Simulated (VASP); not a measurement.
Write the native input for VASP 6.6.1 that does the following.

| Property | Result |
| --- | --- |
| Task | relaxation of cell and atoms |
| Functional | PBE |
| Dispersion | D3(BJ) |
| Potentials or basis | VASP PAW PBE potentials, release 64 (H, Se) |
| Cutoff | 600 eV |
| k mesh | 18 × 18 × 12 |
| Occupations | gaussian, width 0.1 eV |
| Spin | no spin polarisation |
| Dipole correction | no |
| Further INCAR settings | ALGO = Normal; EDIFF = 1e-06; IBRION = 2; EDIFFG = -0.01; NSW = 100; ISIF = 3 |

The structure of H2Se lies in POSCAR:

```
H2Se
1.0
    3.2479784327      0.0000000000      0.0000000000
   -1.6239892164      2.8128318337      0.0000000000
    0.0000000000      0.0000000000      3.8538233775
H Se
2 1
Direct
    0.3333333333      0.6666666667      0.1497628017
    0.6666666667      0.3333333333      0.8502371983
    0.0000000000      0.0000000000      0.0000000000
```

The cell was built from a structure type or drawn by symmetry, and may not be a known phase.

One way to write it, as run:

INCAR

```
ALGO = Normal
EDIFF = 1E-6
EDIFFG = -0.01
ENCUT = 600
GGA = PE
IBRION = 2
ISIF = 3
ISMEAR = 0
IVDW = 12
LASPH = T
LCHARG = F
LREAL = F
LWAVE = F
NELM = 60
NSW = 100
PREC = Accurate
SIGMA = 0.1
```

KPOINTS

```
k-points
0
Gamma
  18 18 12
```

Potentials or basis: VASP PAW PBE potentials, release 64 (H, Se).

The run is started by

```sh
$ cat potpaw_PBE.64/H/POTCAR potpaw_PBE.64/Se/POTCAR > POTCAR
$ mpirun -np 1 vasp_std > vasp.out
```

Results of the run:

The relaxed volume is 11.97 Å³/atom and the relaxed cell is a = 3.259 Å, b = 3.259 Å, c = 3.903 Å, α = 90.00°, β = 90.00°, γ = 120.00°. The space group after relaxing (to 0.1 Å) is P-3m1 (No. 164), the energy gained by relaxing is 0.4 meV/atom and the ionic steps are 8. The pressure after relaxing is 0.0 GPa and the largest force after relaxing is 0.004 eV/Å. The band gap on the k mesh is zero (bands 4 and 5 overlap by 1.92 eV) and the dispersion energy per atom is -0.140 eV.

Wall time 6.1 min on 1 thread of Intel(R) Xeon(R) Platinum 8488C (Sapphire Rapids), with other jobs on the host, peak memory 0.31 GiB.
